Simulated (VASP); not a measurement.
# AlN (zincblende type) (F-43m) in VASP: a series of runs

Aim: see how the results for AlN (zincblende type) move with the level of theory and the settings. Levels: r2SCAN, r2SCAN+D3(BJ). Tasks: single point.

Everything below comes from runs of VASP 6.6.1. Logs are shortened: lines on timing, memory, paths and dates and some standing lists are left out, and cuts for length are marked.

## Step 1: The cell of the first run

Symmetry: F-43m, No. 216, cubic system. Conventional cell: a = 3.580 Å, b = 3.580 Å, c = 3.580 Å, α = 90.00°, β = 90.00°, γ = 90.00°. Al (site symmetry -43m) has 4 N at 1.55 Å within 2.1 Å. N (site symmetry -43m) has 4 Al at 1.55 Å within 2.1 Å.

## Step 2: Single point, r2SCAN (5.74 Å³/atom)

Contents of POSCAR:

```
AlN
1.0
    0.0000000000      1.7901195102      1.7901195102
    1.7901195102      0.0000000000      1.7901195102
    1.7901195102      1.7901195102      0.0000000000
Al N
1 1
Direct
    0.0000000000      0.0000000000      0.0000000000
    0.2500000000      0.2500000000      0.2500000000
```

Contents of INCAR.step1:

```
  PREC = Accurate
  ENCUT = 520
  ISMEAR = -1
  SIGMA = 0.08
  LREAL = False
  LASPH = True
  NELM = 80
  NBANDS = 11
  GGA = PE
  ALGO = Normal
  EDIFF = 1E-4
  LWAVE = True
  LCHARG = False
```

Contents of INCAR.step2:

```
  PREC = Accurate
  ENCUT = 520
  EDIFF = 1E-6
  ISMEAR = -1
  SIGMA = 0.08
  LREAL = False
  LASPH = True
  NELM = 80
  ALGO = Normal
  ISIF = 2
  LWAVE = False
  LCHARG = False
  METAGGA = R2SCAN
  LMIXTAU = True
  NBANDS = 11
  ISTART = 1
```

Contents of KPOINTS:

```
regular mesh
0
Gamma
  15 15 15
```

Potentials or basis: VASP PAW PBE potentials, release 64 (Al, N).

Command:

```bash
$ cat potpaw_PBE.64/Al/POTCAR potpaw_PBE.64/N/POTCAR > POTCAR
$ cp INCAR.step1 INCAR
$ mpirun -np 1 vasp_std > vasp.out
$ cp INCAR.step2 INCAR
$ mpirun -np 1 vasp_std > vasp.out
```

OUTCAR:

```text
PREC = Accurate
   ENCUT = 520
   EDIFF = 1E-6
   ISMEAR = -1
   LREAL = False
   LASPH = True
   NELM = 80
   ISIF = 2
   METAGGA = R2SCAN
   ISTART = 1

 ion  position               nearest neighbor table
   1  0.000  0.000  0.000-   2 1.55   2 1.55   2 1.55   2 1.55
   2  0.250  0.250  0.250-   1 1.55   1 1.55   1 1.55   1 1.55

  LATTYP: Found a face centered cubic cell.
 ALAT       =     3.5802390204

  Lattice vectors:

 A1 = (   0.0000000000,   1.7901195102,   1.7901195102)
 A2 = (   1.7901195102,   0.0000000000,   1.7901195102)
 A3 = (   1.7901195102,   1.7901195102,   0.0000000000)

Analysis of symmetry for initial positions (statically):
=====================================================================
 Subroutine PRICEL returns:
 Original cell was already a primitive cell.

 Routine SETGRP: Setting up the symmetry group for a
 face centered cubic supercell.

 Subroutine GETGRP returns: Found 24 space group operations
 (whereof 24 operations were pure point group operations)
 out of a pool of 48 trial point group operations.

The static configuration has the point symmetry T_d .

Analysis of symmetry for dynamics (positions and initial velocities):
=====================================================================
 Subroutine PRICEL returns:
 Original cell was already a primitive cell.

 Routine SETGRP: Setting up the symmetry group for a
 face centered cubic supercell.

 Subroutine GETGRP returns: Found 24 space group operations
 (whereof 24 operations were pure point group operations)
 out of a pool of 48 trial point group operations.

The dynamic configuration has the point symmetry T_d .

 Subroutine INISYM returns: Found 24 space group operations
 (whereof 24 operations are pure point group operations),
 and found     1 'primitive' translations

----------------------------------------------------------------------------------------

                                     Primitive cell

  volume of cell :      11.4730

  direct lattice vectors                    reciprocal lattice vectors
     0.000000000  1.790119510  1.790119510    -0.279310961  0.279310961  0.279310961
     1.790119510  0.000000000  1.790119510     0.279310961 -0.279310961  0.279310961
     1.790119510  1.790119510  0.000000000     0.279310961  0.279310961 -0.279310961
[... 87 lines left out ...]
   NSW    =      0    number of steps for IOM
   IBRION =     -1    ionic relax: 0-MD 1-quasi-New 2-CG
   NFREE  =      0    steps in history (QN), initial steepest desc. (CG)
   ISIF   =      2    stress and relaxation
   ISYM   =      2    0-nonsym 1-usesym 2-fastsym
   POTIM  = 0.5000    time-step for ionic-motion
   TEBEG  =    0.0;   TEEND  =   0.0 temperature during run
   PSTRESS=    0.0 pullay stress
   NELECT =       8.0000    total number of electrons
   NUPDOWN=      -1.0000    fix difference up-down
   EMIN   =  10.00;   EMAX   =-10.00  energy-range for DOS
   EFERMI =   0.00;   METHOD = LEGACY
   ISMEAR =    -1;   SIGMA  =   0.08  broadening in eV -4-tet -1-fermi 0-gaus
   EFERMI_NEDOS =   21; number of points for ismear=-14 and -15
   IALGO  =     38    algorithm
   IMIX   =      4    mixing-type and parameters
     AMIX     =   0.40;   BMIX     =  1.00
     AMIX_MAG =   1.60;   BMIX_MAG =  1.00
  volume/ion in A,a.u.               =       5.74        38.71
  Fermi-wavevector in a.u.,A,eV,Ry     =   1.451709  2.743332 28.673707  2.107458
  Thomas-Fermi vector in A             =   2.569175
   LORBIT       =      0    0 simple, 1 ext, 2 COOP (PROOUT), +10 PAW based schemes
   METAGGA = R2SCAN    functional components
   LHFCALC =     F    Hartree Fock is set to
   AEXX    =    0.0000 exact exchange contribution
   IVDW    =     0    specifies the selected vdW correction
   LEPSILON=     F    determine dielectric tensor
   LRPA    =     F    only Hartree local field effects (RPA)
 non-spin polarized calculation
  energy-cutoff  :      520.00
  volume of cell :       11.47
 maximum number of plane-waves:       331
   NGX =  9   NGY =  9   NGZ =  9

 number of electron       7.9999998 magnetization

 Free energy of the ion-electron system (eV)
  ---------------------------------------------------
  ext. energy  EPLUGINS =         0.00000000
  ---------------------------------------------------
  free energy    TOTEN  =       -12.09489830 eV

  energy without entropy =      -12.09489830  energy(sigma->0) =      -12.09489830

 E-fermi :  14.7070     XC(G=0): -14.4728

 val. band max:       12.9443359719   @ k =  -0.1333   0.1333   0.0000
 cond. band min:      17.0338439700   @ k =   0.4667   0.4667   0.0000
 fundamental gap:      4.0895079982
 Fermi energy:        14.7070273150

 k-point     1 :       0.0000    0.0000    0.0000
  band No.  band energies     occupation
      1      -7.0616      2.00000
      2      12.8696      2.00000
      3      12.8696      2.00000
      4      12.8696      2.00000
      5      24.5467      0.00000
      6      33.7982      0.00000
      7      33.7982      0.00000
      8      33.7982      0.00000
      9      37.0619      0.00000
     10      37.0619      0.00000
     11      40.9343      0.00000
[... 309 lines left out ...]
 k-point    24 :       0.2000    0.1333    0.0000
  band No.  band energies     occupation
      1      -5.9819      2.00000
      2      10.5998      2.00000
      3      12.2325      2.00000
      4      12.3417      2.00000
      5      25.2380      0.00000
      6      29.5569      0.00000
      7      33.6176      0.00000
      8      34.6641      0.00000
      9      35.2773      0.00000
     10      38.2961      0.00000
     11      42.0863      0.00000

 [... further k-points ...]

------------------------ aborting loop because EDIFF is reached ----------------------------------------

  FORCE on cell =-STRESS in cart. coord.  units (eV):
  Direction    XX          YY          ZZ          XY          YZ          ZX
  --------------------------------------------------------------------------------------
  -------------------------------------------------------------------------------------
  Total       27.9179555     27.9179555     27.9179555      0.0000000      0.0000000      0.0000000
  in kB     3898.6847544   3898.6847544   3898.6847544      0.0000000      0.0000000      0.0000000
  external PRESSURE =    3898.6847544 kB  Pullay stress =       0.0000000 kB

 VOLUME and BASIS-vectors are now :
 -----------------------------------------------------------------------------
  energy-cutoff  :      520.00
  volume of cell :       11.47
      direct lattice vectors                 reciprocal lattice vectors
     0.000000000  1.790119510  1.790119510    -0.279310961  0.279310961  0.279310961
     1.790119510  0.000000000  1.790119510     0.279310961 -0.279310961  0.279310961
     1.790119510  1.790119510  0.000000000     0.279310961  0.279310961 -0.279310961

 POSITION                                       TOTAL-FORCE (eV/Angst)
 -----------------------------------------------------------------------------------
      0.00000      0.00000      0.00000         0.000000     -0.000000     -0.000000
      0.89506      0.89506      0.89506        -0.000000      0.000000      0.000000
 -----------------------------------------------------------------------------------
    total drift:                               -0.000001     -0.000001     -0.000002

  FREE ENERGIE OF THE ION-ELECTRON SYSTEM (eV)
  ---------------------------------------------------
  free  energy   TOTEN  =       -12.0948982956 eV

  energy  without entropy=      -12.0948982956  energy(sigma->0) =      -12.09489830
```

Wall time 30 s (1 thread of Intel Xeon Platinum 8488C (Sapphire Rapids), shared host); peak memory 0.13 GiB.

Results:

| Quantity | Value |
| --- | --- |
| Free energy | -12.0949 eV |
| Pressure | 389.9 GPa |
| Band gap on the k mesh | 4.09 eV (least direct gap 6.38 eV) |

Caveat: the cell stands under pressure; the PAW data sets were made with another functional, which shifts forces and pressure a little; an odd mesh through Γ misses points on the zone boundary, where band edges can lie.

## Step 3: Single point, r2SCAN+D3(BJ)

This run uses another cell than the first one, of 10.00 Å³/atom.

Contents of POSCAR:

```
AlN
1.0
    0.0000000000      2.1544346900      2.1544346900
    2.1544346900      0.0000000000      2.1544346900
    2.1544346900      2.1544346900      0.0000000000
Al N
1 1
Direct
    0.0000000000      0.0000000000      0.0000000000
    0.2500000000      0.2500000000      0.2500000000
```

Contents of INCAR.step1:

```
ALGO = Normal
EDIFF = 1E-4
ENCUT = 520
GGA = PE
ISMEAR = -1
LASPH = True
LCHARG = False
LREAL = False
LWAVE = True
NBANDS = 11
NELM = 60
PREC = Accurate
SIGMA = 0.08
```

Contents of INCAR.step2:

```
ALGO = Normal
EDIFF = 1E-6
ENCUT = 520
ISIF = 2
ISMEAR = -1
ISTART = 1
IVDW = 12
LASPH = True
LCHARG = False
LMIXTAU = True
LREAL = False
LWAVE = False
METAGGA = R2SCAN
NBANDS = 11
NELM = 60
PREC = Accurate
SIGMA = 0.08
VDW_A1 = 0.49484001
VDW_A2 = 5.73083694
VDW_S6 = 1.0
VDW_S8 = 0.78981345
```

Contents of KPOINTS:

```
k-points
0
Gamma
  15 15 15
```

Potentials or basis: VASP PAW PBE potentials, release 64 (Al, N).

Command:

```bash
$ cat potpaw_PBE.64/Al/POTCAR potpaw_PBE.64/N/POTCAR > POTCAR
$ cp INCAR.step1 INCAR
$ mpirun -np 1 vasp_std > vasp.out
$ cp INCAR.step2 INCAR
$ mpirun -np 1 vasp_std > vasp.out
```

It took 39 s on 1 thread of Intel Xeon Platinum 8488C (Sapphire Rapids), shared host; peak memory 0.16 GiB.

Results (log left out):

```
Free energy                : -19.4200 eV
Pressure                   : 7.1 GPa
Band gap on the k mesh     : 4.04 eV (least direct gap 5.28 eV)
Dispersion energy per atom : -0.132 eV
```

Levels at points of the mesh, in eV from the valence-band top:
| k point | band 1 | band 2 | band 3 | band 4 | band 5 | band 6 | band 7 | band 8 | band 9 |
| --- | --- | --- | --- | --- | --- | --- | --- | --- | --- |
| (0.00, 0.00, 0.00) | -15.98 | 0.00 | 0.00 | 0.00 | 5.28 | 13.95 | 13.95 | 13.95 | 18.88 |

Caveat: three body term missing; the cell stands under pressure; the PAW data sets were made with another functional, which shifts forces and pressure a little; an odd mesh through Γ misses points on the zone boundary, where band edges can lie.

## Step 4: Single point, r2SCAN

This run uses another cell than the first one, of 10.43 Å³/atom.

Contents of POSCAR:

```
AlN
1.0
    0.0000000000      2.1848810405      2.1848810405
    2.1848810405      0.0000000000      2.1848810405
    2.1848810405      2.1848810405      0.0000000000
Al N
1 1
Direct
    0.0000000000      0.0000000000      0.0000000000
    0.2500000000      0.2500000000      0.2500000000
```

Changes to INCAR.step1 since step 3:

```diff
@@ -10,3 +10,3 @@
 NBANDS = 11
-NELM = 60
+NELM = 100
 PREC = Accurate
```

Contents of INCAR.step2:

```
ALGO = Normal
EDIFF = 1E-6
ENCUT = 520
ISIF = 2
ISMEAR = -1
ISTART = 1
LASPH = True
LCHARG = False
LMIXTAU = True
LREAL = False
LWAVE = False
METAGGA = R2SCAN
NBANDS = 11
NELM = 100
PREC = Accurate
SIGMA = 0.08
```

KPOINTS is that of step 3.

Command:

```bash
$ cat potpaw_PBE.64/Al/POTCAR potpaw_PBE.64/N/POTCAR > POTCAR
$ cp INCAR.step1 INCAR
$ mpirun -np 1 vasp_std > vasp.out
$ cp INCAR.step2 INCAR
$ mpirun -np 1 vasp_std > vasp.out
```

Wall time 39 s (1 thread of Intel Xeon Platinum 8488C (Sapphire Rapids), shared host); peak memory 0.15 GiB.

Results (log left out):

- Free energy: -19.1797 eV
- Pressure: -0.4 GPa
- Band gap on the k mesh: 4.00 eV (least direct gap 4.88 eV)

Levels at points of the mesh, in eV from the valence-band top:
| k point | band 2 | band 3 | band 4 | band 5 | band 6 | band 7 |
| --- | --- | --- | --- | --- | --- | --- |
| (0.00, 0.00, 0.00) | 0.00 | 0.00 | 0.00 | 4.88 | 13.51 | 13.51 |

Caveat: the PAW data sets were made with another functional, which shifts forces and pressure a little; an odd mesh through Γ misses points on the zone boundary, where band edges can lie.

## Step 5: Single point, r2SCAN (10.43 Å³/atom)

This run uses another cell than the first one, of 10.43 Å³/atom.

POSCAR is that of step 4.

Contents of INCAR.step1:

```
SYSTEM = AlN
PREC = Accurate
ENCUT = 520
ISMEAR = -1
SIGMA = 0.08
LREAL = .FALSE.
LASPH = .TRUE.
NELM = 80
NBANDS = 11
GGA = PE
ALGO = Normal
EDIFF = 1E-4
LWAVE = .TRUE.
LCHARG = .FALSE.
```

Contents of INCAR.step2:

```
SYSTEM = AlN
PREC = Accurate
ENCUT = 520
EDIFF = 1E-6
ISMEAR = -1
SIGMA = 0.08
LREAL = .FALSE.
LASPH = .TRUE.
NELM = 80
ALGO = Normal
ISIF = 2
LWAVE = .FALSE.
LCHARG = .FALSE.
METAGGA = R2SCAN
LMIXTAU = .TRUE.
NBANDS = 11
ISTART = 1
```

Contents of KPOINTS:

```
regular mesh
0
G
  15 15 15
  0 0 0
```

Command:

```bash
$ cat potpaw_PBE.64/Al/POTCAR potpaw_PBE.64/N/POTCAR > POTCAR
$ cp INCAR.step1 INCAR
$ mpirun -np 1 vasp_std > vasp.out
$ cp INCAR.step2 INCAR
$ mpirun -np 1 vasp_std > vasp.out
```

Wall time 39 s (1 thread of Intel Xeon Platinum 8488C (Sapphire Rapids), shared host); peak memory 0.15 GiB.

The run converged. Its results:

```
Free energy            : -19.1797 eV
Pressure               : -0.4 GPa
Band gap on the k mesh : 4.00 eV (least direct gap 4.88 eV)
```

Levels at points of the mesh, in eV from the valence-band top:
| k point | band 2 | band 3 | band 4 | band 5 | band 6 | band 7 |
| --- | --- | --- | --- | --- | --- | --- |
| (0.00, 0.00, 0.00) | 0.00 | 0.00 | 0.00 | 4.88 | 13.51 | 13.51 |

Caveat: the PAW data sets were made with another functional, which shifts forces and pressure a little; an odd mesh through Γ misses points on the zone boundary, where band edges can lie.

## Step 6: The runs side by side

| level | cell | gap on the mesh (eV) | pressure (GPa) |
| --- | --- | --- | --- |
| r2SCAN | a = 2.532 Å, angles 60.0°, 2 atoms | 4.09 | 389.9 |
| r2SCAN+D3(BJ) | a = 3.047 Å, angles 60.0°, 2 atoms | 4.04 | 7.1 |
| r2SCAN | a = 3.090 Å, angles 60.0°, 2 atoms | 4.00 | -0.4 |

Alike in all rows: task single point; potentials or basis VASP PAW PBE potentials, release 64 (Al, N); no spin polarisation; k mesh 15 × 15 × 15; cutoff (eV) 520; smearing fermi-dirac 0.08 eV.

Caveats: the PAW data sets were made with another functional, which shifts forces and pressure a little; an odd mesh through Γ misses points on the zone boundary, where band edges can lie; the cell stands under pressure (at least some runs); three body term missing (at least some runs).

Total energies depend on the potentials used, so only differences within one code and one set of settings carry meaning.
